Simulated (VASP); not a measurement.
## Pd: single point with PBE

Pd:

```
Pd
1.0
     0.00000    1.94650    1.94650
     1.94650    0.00000    1.94650
     1.94650    1.94650    0.00000
Pd
1
Direct
  0.00000 0.00000 0.00000
```

```yaml
Program: VASP 6.6.1
Task: single point
Functional: PBE
Potentials_or_basis: VASP PAW PBE potentials, release 64 (Pd)
Cutoff: 520 eV
k_mesh: 7 × 7 × 7
Occupations: fermi-dirac, width 0.05 eV
Spin: no spin polarisation
Dipole_correction: no
Further_INCAR_settings: ALGO = Normal; EDIFF = 1e-07; NBANDS = 11
```

| Item | Value |
| --- | --- |
| Pressure | 7.5 GPa |
| Band gap on the k mesh | zero (band 5 reaches 9.97 eV, above the bottom of band 6 at 8.53 eV) |

Levels at points of the mesh, in eV from the Fermi level:
| k point | band 1 | band 2 | band 3 | band 4 | band 5 | band 6 | band 7 | band 8 | band 9 | band 10 |
| --- | --- | --- | --- | --- | --- | --- | --- | --- | --- | --- |
| (0.00, 0.00, 0.00) | -7.21 | -2.87 | -2.87 | -2.87 | -1.26 | -1.26 | 17.12 | 21.90 | 21.90 | 21.90 |

Wall time 6.7 s on 1 thread of Intel Xeon 8259CL, on a shared host, peak memory 0.12 GiB.

Caveat: the k points lie up to 0.40 Å⁻¹ apart.
